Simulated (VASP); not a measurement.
Input of a VASP 6.6.1 run:

Contents of INCAR:

```
SYSTEM = LiF
ALGO     = Normal         ! electronic algorithm
EDIFF    = 1E-6           ! SCF threshold, eV
ENCUT    = 520            ! plane-wave cutoff, eV
ISIF     = 2              ! what is computed and relaxed
ISMEAR   = 0              ! smearing method
LASPH    = .True.         ! aspherical terms in the spheres
LCHARG   = .True.         ! write CHGCAR
LELF     = .True.         ! ELF
LREAL    = .False.        ! projectors in reciprocal space
LVHAR    = .True.       
LWAVE    = .False.        ! write WAVECAR
NBANDS   = 18             ! bands
NELM     = 100            ! most SCF steps
PREC     = Accurate       ! precision mode
SIGMA    = 0.05           ! smearing width, eV
```

KPOINTS

```
k-points
0
Gamma
  9 9 6
  0 0 0
```

Contents of POSCAR:

```
LiF
1.0
    3.1154738578      0.0000000000      0.0000000000
   -1.5577369289      2.6980795057      0.0000000000
    0.0000000000      0.0000000000      4.4071493192
Li F
2 2
Direct
    0.3333333333      0.6666666667      0.3652620286
    0.6666666667      0.3333333333      0.8652620286
    0.3333333333      0.6666666667      0.9910195924
    0.6666666667      0.3333333333      0.4910195924
```

Potentials or basis: VASP PAW LDA potentials, release 64 (Li_sv, F).

Launch:

```bash
$ cat potpaw_LDA.64/Li_sv/POTCAR potpaw_LDA.64/F/POTCAR > POTCAR
$ mpirun -np 1 vasp_std > vasp.out
```

Predict the band gap on the k mesh.

7.80 eV.

Predict the largest force.

1.160 eV/Å.

Forces on the atoms (eV/Å):
```
Li   0.000  0.000  1.160
Li   0.000  0.000  1.160
F    0.000  0.000 -1.160
F    0.000  0.000 -1.160
```

Caveat: forces of over 1 eV/Å act on the atoms, so gaps and moduli don't describe the material at rest. A k mesh can miss the band edges.
